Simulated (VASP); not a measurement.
# Ba2B5 (P6/mmm) in VASP: single point with PBE

Aim: the single point of Ba2B5 with PBE.

All numbers are computed with VASP 6.6.1; they aren't measurements. Logs are shortened: lines on timing, memory, paths and dates and some standing lists are left out, and cuts for length are marked.

### Step 1. The cell of the first run

Symmetry: P6/mmm, No. 191, hexagonal system. The conventional cell has a = 4.083 Å, b = 4.083 Å, c = 7.914 Å, α = 90.00°, β = 90.00°, γ = 120.00°. Ba (site symmetry 6mm) has 2 B at 1.77 to 2.19 Å within 2.3 Å. B (site symmetry mmm) has 6 B at 2.04 Å and 4 Ba at 2.70 Å within 2.8 Å. B (site symmetry 6/mmm) has 2 Ba at 2.19 Å within 2.9 Å. B (site symmetry 6/mmm) has 2 Ba at 1.77 Å and 6 B at 2.04 Å within 2.3 Å.

The cell was generated, and may not be a known phase.

### Step 2. Single point, PBE

The input, INCAR:

```
SYSTEM = Ba2B5
ALGO     = Normal         ! electronic algorithm
EDIFF    = 1E-6           ! SCF threshold, eV
ENCUT    = 1230           ! plane-wave cutoff, eV
GGA      = PE             ! functional
GGA_COMPAT= .FALSE.      
ISIF     = 2              ! what is computed and relaxed
ISMEAR   = 0              ! smearing method
LASPH    = .TRUE.         ! aspherical terms in the spheres
LCHARG   = .TRUE.         ! write CHGCAR
LELF     = .TRUE.         ! ELF
LREAL    = .FALSE.        ! projectors in reciprocal space
LVHAR    = .TRUE.       
LWAVE    = .FALSE.        ! write WAVECAR
NBANDS   = 26             ! bands
NELM     = 120            ! most SCF steps
PREC     = Accurate       ! precision mode
SIGMA    = 0.1            ! smearing width, eV
```

The input, KPOINTS:

```
k-points
0
G
  6 6 2
  0 0 0
```

The input, POSCAR:

```
Ba2B5
1.0
    4.0834656100      0.0000000000      0.0000000000
   -2.0417328000      3.5363849500      0.0000000000
    0.0000000000      0.0000000000      7.9137756200
Ba B
2 5
Direct
    0.0000000000      0.0000000000      0.7234969600
    0.0000000000      0.0000000000      0.2765030400
    0.5000000000      0.0000000000      0.5000000000
    0.0000000000      0.5000000000      0.5000000000
    0.5000000000      0.5000000000      0.5000000000
    0.0000000000      0.0000000000      0.0000000000
    0.0000000000      0.0000000000      0.5000000000
```

Potentials or basis: VASP PAW PBE potentials, release 64 (Ba_sv, B_h).

The run is started by

```bash
cat potpaw_PBE.64/Ba_sv/POTCAR potpaw_PBE.64/B_h/POTCAR > POTCAR
mpirun -np 1 vasp_std > vasp.out
```

OUTCAR:

```text
SYSTEM = Ba2B5
   EDIFF = 1E-6
   ENCUT = 1230
   GGA = PE
   ISIF = 2
   ISMEAR = 0
   LASPH = .TRUE.
   LREAL = .FALSE.
   NELM = 120
   PREC = Accurate

 ion  position               nearest neighbor table
   1  0.000  0.000  0.723-   7 1.77   6 2.19   4 2.70   4 2.70   5 2.70   5 2.70   3 2.70   3 2.70
                             2 3.54   2 4.38
   2  0.000  0.000  0.277-   7 1.77   6 2.19   4 2.70   4 2.70   5 2.70   5 2.70   3 2.70   3 2.70
                             1 3.54   1 4.38
   3  0.500  0.000  0.500-   1 2.70   2 2.70   1 2.70   2 2.70
   4  0.000  0.500  0.500-   1 2.70   2 2.70   1 2.70   2 2.70
   5  0.500  0.500  0.500-   1 2.70   2 2.70   1 2.70   2 2.70
   6  0.000  0.000  0.000-   1 2.19   2 2.19
   7  0.000  0.000  0.500-   1 1.77   2 1.77

  LATTYP: Found a hexagonal cell.
 ALAT       =     4.0834656100
 C/A-ratio  =     1.9380047185

  Lattice vectors:

 A1 = (   4.0834656100,   0.0000000000,   0.0000000000)
 A2 = (  -2.0417328000,   3.5363849500,   0.0000000000)
 A3 = (   0.0000000000,   0.0000000000,   7.9137756200)

Analysis of symmetry for initial positions (statically):
=====================================================================
 Subroutine PRICEL returns:
 Original cell was already a primitive cell.

 Routine SETGRP: Setting up the symmetry group for a
 hexagonal supercell.

 Subroutine GETGRP returns: Found 24 space group operations
 (whereof 24 operations were pure point group operations)
 out of a pool of 24 trial point group operations.

The static configuration has the point symmetry D_6h.

Analysis of symmetry for dynamics (positions and initial velocities):
=====================================================================
 Subroutine PRICEL returns:
 Original cell was already a primitive cell.

 Routine SETGRP: Setting up the symmetry group for a
 hexagonal supercell.

 Subroutine GETGRP returns: Found 24 space group operations
 (whereof 24 operations were pure point group operations)
 out of a pool of 24 trial point group operations.

The dynamic configuration has the point symmetry D_6h.

 Subroutine INISYM returns: Found 24 space group operations
 (whereof 24 operations are pure point group operations),
 and found     1 'primitive' translations

----------------------------------------------------------------------------------------
[... 87 lines left out ...]
   LNONCOLLINEAR =      F non collinear calculations
   LSORBIT =      F    spin-orbit coupling
   LASPH  =      T    aspherical Exc in radial PAW
   ENCUT  = 1230.0 eV  90.40 Ry    9.51 a.u.  11.68 11.68 22.63*2*pi/ulx,y,z
   NELM   =    120;   NELMIN=  2; NELMDL= -5     # of ELM steps
   EDIFF  = 0.1E-05   stopping-criterion for ELM
   LREAL  =      F    real-space projection
[... 7 lines left out ...]
   TEBEG  =    0.0;   TEEND  =   0.0 temperature during run
   PSTRESS=    0.0 pullay stress
   NELECT =      35.0000    total number of electrons
   NUPDOWN=      -1.0000    fix difference up-down
   EMIN   =  10.00;   EMAX   =-10.00  energy-range for DOS
   EFERMI =   0.00;   METHOD = LEGACY
   ISMEAR =     0;   SIGMA  =   0.10  broadening in eV -4-tet -1-fermi 0-gaus
   EFERMI_NEDOS =   21; number of points for ismear=-14 and -15
   IALGO  =     38    algorithm
   IMIX   =      4    mixing-type and parameters
     AMIX     =   0.40;   BMIX     =  1.00
     AMIX_MAG =   1.60;   BMIX_MAG =  1.00
  volume/ion in A,a.u.               =      16.33       110.17
  Fermi-wavevector in a.u.,A,eV,Ry     =   1.103503  2.085318 16.568066  1.217719
  Thomas-Fermi vector in A             =   2.239962
   LORBIT       =      0    0 simple, 1 ext, 2 COOP (PROOUT), +10 PAW based schemes
   GGA     = PE    functional components
   LHFCALC =     F    Hartree Fock is set to
   AEXX    =    0.0000 exact exchange contribution
   IVDW    =     0    specifies the selected vdW correction
   LEPSILON=     F    determine dielectric tensor
   LRPA    =     F    only Hartree local field effects (RPA)
 non-spin polarized calculation
 Gauss-broadening in eV      SIGMA  =   0.10
  energy-cutoff  :     1230.00
  volume of cell :      114.28
 maximum number of plane-waves:     11247
 NGX is ok and might be reduce to    48
   NGX = 23   NGY = 23   NGZ = 45

 number of electron      35.0000000 magnetization

 Free energy of the ion-electron system (eV)
  ---------------------------------------------------
  ext. energy  EPLUGINS =         0.00000000
  ---------------------------------------------------
  free energy    TOTEN  =       -16.43262054 eV

  energy without entropy =      -16.41040578  energy(sigma->0) =      -16.42151316

 E-fermi :   4.1127     XC(G=0):  -9.6850

 val. band max:        4.1038432977   @ k =   0.3333   0.3333   0.0000
 cond. band min:       4.1160809372   @ k =   0.3333   0.3333   0.5000
 fundamental gap:      0.0122376394
 Fermi energy:         4.1127407577

 k-point     1 :       0.0000    0.0000    0.0000
  band No.  band energies     occupation
      1     -23.7068      2.00000
      2     -23.5541      2.00000
      3     -12.6724      2.00000
      4     -11.0077      2.00000
      5      -8.8122      2.00000
      6      -8.8122      2.00000
[... 395 lines left out ...]
     25       8.9986      0.00000
     26       9.5649      0.00000

------------------------ aborting loop because EDIFF is reached ----------------------------------------

  FORCE on cell =-STRESS in cart. coord.  units (eV):
  Direction    XX          YY          ZZ          XY          YZ          ZX
  --------------------------------------------------------------------------------------
  -------------------------------------------------------------------------------------
  Total       -2.2078291     -2.2078291     84.7829087     -0.0000000     -0.0000000     -0.0000000
  in kB      -30.9530800    -30.9530799   1188.6301058     -0.0000000     -0.0000000     -0.0000000
  external PRESSURE =     375.5746486 kB  Pullay stress =       0.0000000 kB

 VOLUME and BASIS-vectors are now :
 -----------------------------------------------------------------------------
  energy-cutoff  :     1230.00
  volume of cell :      114.28
      direct lattice vectors                 reciprocal lattice vectors
     4.083465610  0.000000000  0.000000000     0.244890026  0.141387322  0.000000000
    -2.041732800  3.536384950  0.000000000     0.000000000  0.282774645  0.000000000
     0.000000000  0.000000000  7.913775620     0.000000000  0.000000000  0.126361935

 POSITION                                       TOTAL-FORCE (eV/Angst)
 -----------------------------------------------------------------------------------
      0.00000      0.00000      5.72559         0.000000     -0.000000     16.531345
      0.00000      0.00000      2.18818        -0.000000      0.000000    -16.531345
      2.04173      0.00000      3.95689         0.000000      0.000000     -0.000000
     -1.02087      1.76819      3.95689        -0.000000      0.000000     -0.000000
      1.02087      1.76819      3.95689         0.000000      0.000000     -0.000000
      0.00000      0.00000      0.00000         0.000000      0.000000     -0.000000
      0.00000      0.00000      3.95689         0.000000      0.000000     -0.000000
 -----------------------------------------------------------------------------------
    total drift:                                0.000000      0.000000     -0.000000

  FREE ENERGIE OF THE ION-ELECTRON SYSTEM (eV)
  ---------------------------------------------------
  free  energy   TOTEN  =       -16.4326205364 eV

  energy  without entropy=      -16.4104057778  energy(sigma->0) =      -16.42151316
```

stdout:

```text
POSCAR found type information on POSCAR BaB
 POSCAR found :  2 types and       7 ions
 scaLAPACK will be used
 LDA part: xc-table for (Slater+PW92), standard interpolation
 POSCAR, INCAR and KPOINTS ok, starting setup
 FFT: planning ... GRIDC
 FFT: planning ... GRID_SOFT
 FFT: planning ... GRID
 WAVECAR not read
 entering main loop
```

It took 3.3 min on 1 thread of Intel Xeon Platinum 8259CL at 2.50GHz (Skylake/Cascade Lake), shared host; peak memory 0.52 GiB.

What came out:

- Free energy: -16.4326 eV
- Pressure: 37.6 GPa
- Largest force: 16.531 eV/Å
- Band gap on the k mesh: zero (an odd number of electrons rules out a gap without spin polarisation)

Forces on the atoms (eV/Å):
```
Ba    0.000   0.000  16.531
Ba    0.000   0.000 -16.531
B     0.000   0.000   0.000
B     0.000   0.000   0.000
B     0.000   0.000   0.000
B     0.000   0.000   0.000
B     0.000   0.000   0.000
```

Stress tensor (GPa, compression positive):
```
 -3.10   0.00   0.00
  0.00  -3.10   0.00
  0.00   0.00 118.86
```

Caveat: the k points lie up to 0.40 Å⁻¹ apart, too coarse for converged energies and pressures of a metal; spin-orbit coupling is left out, which moves the levels of the heavy elements; an odd number of electrons without spin polarisation forces a metal; a magnetic or distorted state may lie lower.
